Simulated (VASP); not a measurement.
# Mo (Im-3m) in VASP: single point with PBE

Aim: the single point of Mo with PBE.

Program: VASP 6.6.1. These are calculated values, not measurements. Logs are shortened: lines on timing, memory, paths and dates and some standing lists are left out, and cuts for length are marked.

### Step 1. The cell of the first run

The structure is cubic, space group Im-3m (No. 229). The conventional cell has a = 3.161 Å, b = 3.161 Å, c = 3.161 Å, α = 90.00°, β = 90.00°, γ = 90.00°. Mo (site symmetry m-3m) has 14 Mo at 2.74 to 3.16 Å within 3.6 Å.

### Step 2. Single point, PBE

INCAR

```
SYSTEM = Mo
  ALGO = Normal
  EDIFF = 1E-6
  ENCUT = 500
  GGA = PE
  GGA_COMPAT = .FALSE.
  ISIF = 2
  ISMEAR = 1
  LASPH = .TRUE.
  LCHARG = .FALSE.
  LREAL = .FALSE.
  LWAVE = .FALSE.
  NBANDS = 13
  NELM = 120
  PREC = Accurate
  SIGMA = 0.1
```

KPOINTS

```
k-points
0
G
  17 17 17
  0 0 0
```

POSCAR

```
Mo
1.0
   -1.5806560836      1.5806560836      1.5806560836
    1.5806560836     -1.5806560836      1.5806560836
    1.5806560836      1.5806560836     -1.5806560836
Mo
1
Direct
    0.0000000000      0.0000000000      0.0000000000
```

Potentials or basis: VASP PAW PBE potentials, release 64 (Mo_sv).

Launch:

```bash
> cat potpaw_PBE.64/Mo_sv/POTCAR > POTCAR
> mpirun -np 1 vasp_std > vasp.out
```

OUTCAR:

```text
SYSTEM = Mo
   EDIFF = 1E-6
   ENCUT = 500
   GGA = PE
   ISIF = 2
   ISMEAR = 1
   LASPH = .TRUE.
   LREAL = .FALSE.
   NELM = 120
   PREC = Accurate

 ion  position               nearest neighbor table
   1  0.000  0.000  0.000-

  LATTYP: Found a body centered cubic cell.
 ALAT       =     3.1613121672

  Lattice vectors:

 A1 = (  -1.5806560836,   1.5806560836,   1.5806560836)
 A2 = (   1.5806560836,  -1.5806560836,   1.5806560836)
 A3 = (   1.5806560836,   1.5806560836,  -1.5806560836)

Analysis of symmetry for initial positions (statically):
=====================================================================
 Subroutine PRICEL returns:
 Original cell was already a primitive cell.

 Routine SETGRP: Setting up the symmetry group for a
 body centered cubic supercell.

 Subroutine GETGRP returns: Found 48 space group operations
 (whereof 48 operations were pure point group operations)
 out of a pool of 48 trial point group operations.

The static configuration has the point symmetry O_h .

Analysis of symmetry for dynamics (positions and initial velocities):
=====================================================================
 Subroutine PRICEL returns:
 Original cell was already a primitive cell.

 Routine SETGRP: Setting up the symmetry group for a
 body centered cubic supercell.

 Subroutine GETGRP returns: Found 48 space group operations
 (whereof 48 operations were pure point group operations)
 out of a pool of 48 trial point group operations.

The dynamic configuration has the point symmetry O_h .

 Subroutine INISYM returns: Found 48 space group operations
 (whereof 48 operations are pure point group operations),
 and found     1 'primitive' translations

----------------------------------------------------------------------------------------

                                     Primitive cell

  volume of cell :      15.7969

  direct lattice vectors                    reciprocal lattice vectors
    -1.580656084  1.580656084  1.580656084     0.000000000  0.316324345  0.316324345
     1.580656084 -1.580656084  1.580656084     0.316324345  0.000000000  0.316324345
     1.580656084  1.580656084 -1.580656084     0.316324345  0.316324345  0.000000000

  length of vectors
     2.737776646  2.737776646  2.737776646     0.447350179  0.447350179  0.447350179

  position of ions in fractional coordinates (direct lattice)
     0.000000000  0.000000000  0.000000000

  ion indices of the primitive-cell ions
   primitive index   ion index
                 1           1

----------------------------------------------------------------------------------------

 KPOINTS: k-points

Automatic generation of k-mesh.
 Grid dimensions read from file:
 generate k-points for:   17   17   17

 Generating k-lattice:

  Cartesian coordinates                     Fractional coordinates (reciprocal lattice)
     0.000000000  0.018607314  0.018607314     0.058823529  0.000000000  0.000000000
     0.018607314  0.000000000  0.018607314     0.000000000  0.058823529  0.000000000
     0.018607314  0.018607314  0.000000000     0.000000000  0.000000000  0.058823529

  Length of vectors
     0.026314716  0.026314716  0.026314716

  Shift w.r.t. Gamma in fractional coordinates (k-lattice)
     0.000000000  0.000000000  0.000000000

 Subroutine IBZKPT returns following result:
 ===========================================

 Found    165 irreducible k-points:

 Following reciprocal coordinates:
            Coordinates               Weight
  0.000000  0.000000  0.000000      1.000000
  0.058824  0.000000  0.000000     12.000000
  0.117647  0.000000  0.000000     12.000000
  0.176471  0.000000  0.000000     12.000000
  0.235294  0.000000  0.000000     12.000000
  0.294118  0.000000  0.000000     12.000000
[... 16 lines left out ...]
  0.411765  0.117647 -0.000000     48.000000
  0.176471  0.176471  0.000000     24.000000
 [... further k-points ...]
   k-points           NKPTS =    165   k-points in BZ     NKDIM =    165   number of bands    NBANDS=     13
   number of dos      NEDOS =    301   number of ions     NIONS =      1
   total plane-waves  NPLWV =   8000
   dimension x,y,z NGX =    20 NGY =   20 NGZ =   20
   dimension x,y,z NGXF=    40 NGYF=   40 NGZF=   40
   ions per type =               1
   NGX,Y,Z   is equivalent  to a cutoff of  12.14, 12.14, 12.14 a.u.
   NGXF,Y,Z  is equivalent  to a cutoff of  24.29, 24.29, 24.29 a.u.
 SYSTEM =  Mo
   PREC   = accura    normal or accurate (medium, high low for compatibility)
   ISTART =      0    job   : 0-new  1-cont  2-samecut
   ICHARG =      2    charge: 1-file 2-atom 10-const
   ISPIN  =      1    spin polarized calculation?
   LNONCOLLINEAR =      F non collinear calculations
   LSORBIT =      F    spin-orbit coupling
   LASPH  =      T    aspherical Exc in radial PAW
   ENCUT  =  500.0 eV  36.75 Ry    6.06 a.u.   4.99  4.99  4.99*2*pi/ulx,y,z
   NELM   =    120;   NELMIN=  2; NELMDL= -5     # of ELM steps
   EDIFF  = 0.1E-05   stopping-criterion for ELM
   LREAL  =      F    real-space projection
   EDIFFG = 0.1E-04   stopping-criterion for IOM
   NSW    =      0    number of steps for IOM
   IBRION =     -1    ionic relax: 0-MD 1-quasi-New 2-CG
   NFREE  =      0    steps in history (QN), initial steepest desc. (CG)
   ISIF   =      2    stress and relaxation
   ISYM   =      2    0-nonsym 1-usesym 2-fastsym
   POTIM  = 0.5000    time-step for ionic-motion
   TEBEG  =    0.0;   TEEND  =   0.0 temperature during run
   PSTRESS=    0.0 pullay stress
   NELECT =      14.0000    total number of electrons
   NUPDOWN=      -1.0000    fix difference up-down
   EMIN   =  10.00;   EMAX   =-10.00  energy-range for DOS
   EFERMI =   0.00;   METHOD = LEGACY
   ISMEAR =     1;   SIGMA  =   0.10  broadening in eV -4-tet -1-fermi 0-gaus
   EFERMI_NEDOS =   21; number of points for ismear=-14 and -15
   IALGO  =     38    algorithm
   IMIX   =      4    mixing-type and parameters
     AMIX     =   0.40;   BMIX     =  1.00
     AMIX_MAG =   1.60;   BMIX_MAG =  1.00
  volume/ion in A,a.u.               =      15.80       106.60
  Fermi-wavevector in a.u.,A,eV,Ry     =   1.572510  2.971613 33.644326  2.472788
  Thomas-Fermi vector in A             =   2.673934
   LORBIT       =      0    0 simple, 1 ext, 2 COOP (PROOUT), +10 PAW based schemes
   GGA     = PE    functional components
   LHFCALC =     F    Hartree Fock is set to
   AEXX    =    0.0000 exact exchange contribution
   IVDW    =     0    specifies the selected vdW correction
   LEPSILON=     F    determine dielectric tensor
   LRPA    =     F    only Hartree local field effects (RPA)
 non-spin polarized calculation
 Methfessel and Paxton  Order N= 1 SIGMA  =   0.10
  energy-cutoff  :      500.00
  volume of cell :       15.80
 maximum number of plane-waves:       414
   NGX =  9   NGY =  9   NGZ =  9

 number of electron      14.0000004 magnetization

 Free energy of the ion-electron system (eV)
  ---------------------------------------------------
  ext. energy  EPLUGINS =         0.00000000
  ---------------------------------------------------
  free energy    TOTEN  =       -10.93775476 eV

  energy without entropy =      -10.93789682  energy(sigma->0) =      -10.93780211

 E-fermi :  12.4643     XC(G=0): -13.3326

 val. band max:       12.4305818413   @ k =   0.3529   0.0588   0.0588
 cond. band min:      12.4899208482   @ k =  -0.3529   0.3529   0.2353
 fundamental gap:      0.0593390070
 Fermi energy:        12.4642843787

 k-point     1 :       0.0000    0.0000    0.0000
  band No.  band energies     occupation
      1     -48.8630      2.00000
      2     -22.1527      2.00000
      3     -22.1527      2.00000
      4     -22.1527      2.00000
      5       5.2239      2.00000
      6      11.0762      2.00000
      7      11.0762      2.00000
      8      11.0762      2.00000
      9      14.0634     -0.00000
     10      14.0635     -0.00000
     11      27.2416      0.00000
     12      27.2416      0.00000
     13      27.2416      0.00000

 k-point     2 :       0.0588    0.0000    0.0000
  band No.  band energies     occupation
      1     -48.8547      2.00000
      2     -22.2016      2.00000
      3     -22.1678      2.00000
      4     -22.1531      2.00000
      5       5.3757      2.00000
      6      10.9909      2.00000
      7      11.0625      2.00000
      8      11.2179      2.00000
      9      13.9373     -0.00000
     10      14.0657     -0.00000
     11      27.3549      0.00000
     12      27.4969      0.00000
     13      27.5376      0.00000

 k-point     3 :       0.1176    0.0000    0.0000
  band No.  band energies     occupation
      1     -48.8306      2.00000
      2     -22.3403      2.00000
      3     -22.2109      2.00000
      4     -22.1540      2.00000
      5       5.8066      2.00000
      6      10.7559      2.00000
      7      11.0004      2.00000
      8      11.6365      2.00000
      9      13.6695     -0.00000
     10      14.0787     -0.00000
     11      27.6146      0.00000
     12      28.2389      0.00000
     13      28.2512      0.00000
[... 305 lines left out ...]
 k-point    23 :       0.4118    0.1176   -0.0000
  band No.  band energies     occupation
      1     -48.6034      2.00000
      2     -23.4396      2.00000
      3     -22.6407      2.00000
      4     -22.2283      2.00000
      5       7.5722      2.00000
      6       9.2051      2.00000
      7      12.5061      0.35625
      8      13.9566     -0.00000
      9      15.1863      0.00000
     10      18.0848      0.00000
     11      23.6597      0.00000
     12      25.0704      0.00000
     13      28.9824      0.00000

 k-point    24 :       0.1765    0.1765    0.0000
  band No.  band energies     occupation
      1     -48.6924      2.00000
      2     -23.0215      2.00000
      3     -22.4416      2.00000
      4     -22.2431      2.00000
      5       7.9756      2.00000
      6       9.8789      2.00000
      7      10.1999      2.00000
      8      13.2357     -0.00000
      9      14.5996      0.00000
     10      15.0783      0.00000
     11      27.1213      0.00000
     12      28.1060      0.00000
     13      30.9167      0.00000

 [... further k-points ...]

------------------------ aborting loop because EDIFF is reached ----------------------------------------

  FORCE on cell =-STRESS in cart. coord.  units (eV):
  Direction    XX          YY          ZZ          XY          YZ          ZX
  --------------------------------------------------------------------------------------
  -------------------------------------------------------------------------------------
  Total        0.0484985      0.0484985      0.0484985      0.0000000     -0.0000000      0.0000000
  in kB        4.9188811      4.9188811      4.9188811      0.0000000     -0.0000000      0.0000000
  external PRESSURE =       4.9188811 kB  Pullay stress =       0.0000000 kB

 VOLUME and BASIS-vectors are now :
 -----------------------------------------------------------------------------
  energy-cutoff  :      500.00
  volume of cell :       15.80
      direct lattice vectors                 reciprocal lattice vectors
    -1.580656084  1.580656084  1.580656084     0.000000000  0.316324345  0.316324345
     1.580656084 -1.580656084  1.580656084     0.316324345  0.000000000  0.316324345
     1.580656084  1.580656084 -1.580656084     0.316324345  0.316324345  0.000000000

 POSITION                                       TOTAL-FORCE (eV/Angst)
 -----------------------------------------------------------------------------------
      0.00000      0.00000      0.00000        -0.000000     -0.000000     -0.000000
 -----------------------------------------------------------------------------------
    total drift:                                0.000000     -0.000000      0.000000

  FREE ENERGIE OF THE ION-ELECTRON SYSTEM (eV)
  ---------------------------------------------------
  free  energy   TOTEN  =       -10.9377547587 eV

  energy  without entropy=      -10.9378968248  energy(sigma->0) =      -10.93780211
```

Run time: 31 s. Hardware: 1 thread of AMD EPYC 7R43 (Zen 3), shared host; peak memory 0.1 GiB.

What came out:

```yaml
Free_energy: -10.9378 eV
Pressure: 0.5 GPa
Band_gap_on_the_k_mesh: zero (bands 7 and 8 overlap by 5.04 eV)
```

Levels at points of the mesh, in eV from the Fermi level:
| k point | band 3 | band 4 | band 5 | band 6 | band 7 | band 8 | band 9 | band 10 | band 11 | band 12 |
| --- | --- | --- | --- | --- | --- | --- | --- | --- | --- | --- |
| (0.00, 0.00, 0.00) | -34.62 | -34.62 | -7.24 | -1.39 | -1.39 | -1.39 | 1.60 | 1.60 | 14.78 | 14.78 |
